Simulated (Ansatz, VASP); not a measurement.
## TiCo3: VASP beside Ansatz

```xyz
4
Lattice="3.6140 0.0000 0.0000 0.0000 3.6140 0.0000 0.0000 0.0000 3.6140" Properties=species:S:1:pos:R:3 pbc="T T T"
Ti    0.0000    0.0000    0.0000
Co    0.0000    1.8070    1.8070
Co    1.8070    0.0000    1.8070
Co    1.8070    1.8070    0.0000
```

Alike in both runs: task single point; functional PBEsol; k mesh 6 × 6 × 6; occupations gaussian, width 0.1 eV; collinear spin.

```csv
,VASP,Ansatz
version,VASP 6.6.1,Ansatz 0.2.0
potentials or method,"VASP PAW PBE potentials, release 64 (Ti_sv, Co), cutoff 520 eV","scalar-relativistic, plane waves, PAW"
valence electrons in the cell,39,63
```

|  | VASP | Ansatz | Ansatz less VASP |
| --- | --- | --- | --- |
| gap on the k mesh at the Fermi level (eV) | none | none | - |
| pressure (GPa) | -15.2 | -10.2 | +5.01 |
| net moment per atom (μB) | 0.00 | 0.68 | +0.679 |
| size of the moment on the site where the two differ most (μB) | 0.00 | 1.11 | +1.107 |

The net moments are unlike, so the other rows may belong to different states. VASP's potentials were made for PBE, not for PBEsol. Site moments also hang on the region over which each program counts them. A gap of «none» marks a metal or a gap that the smearing closes. VASP's potentials hold 39 valence electrons a cell and Ansatz's 63, so a difference there can come from the potentials and not from the codes.
